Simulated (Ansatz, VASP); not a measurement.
**One calculation of KF, two programs**

```
K F
1.0
     3.30360    0.00000    0.00000
     0.00000    3.30360    0.00000
     0.00000    0.00000    3.17146
K F
1 1
Direct
  0.00000 0.00000 0.00000
  0.50000 0.50000 0.50000
```

Alike in both runs: task single point; functional LDA; k mesh 8 × 8 × 8; occupations gaussian, width 0.05 eV; no spin polarisation.

|  | VASP | Ansatz |
| --- | --- | --- |
| version | VASP 6.6.1 | Ansatz 0.2.0 |
| potentials or method | VASP PAW LDA potentials, release 64 (K_sv, F), cutoff 520 eV | scalar-relativistic, plane waves, PAW |
| valence electrons in the cell | 16 | 16 |

Ansatz gave:

* gap on the k mesh at the Fermi level (eV): 5.82
* least direct gap on the mesh (eV): 5.87
* pressure (GPa): -5.7
* traceless stress, the component that is largest in VASP (GPa): 2.24

What did VASP give for the same quantities?

gap on the k mesh at the Fermi level (eV): 5.81; least direct gap on the mesh (eV): 5.85; pressure (GPa): -5.7; traceless stress, the component that is largest in VASP (GPa): 2.24.

LDA's correlation is that of Perdew and Zunger in VASP and of Perdew and Wang (1992) in Ansatz.
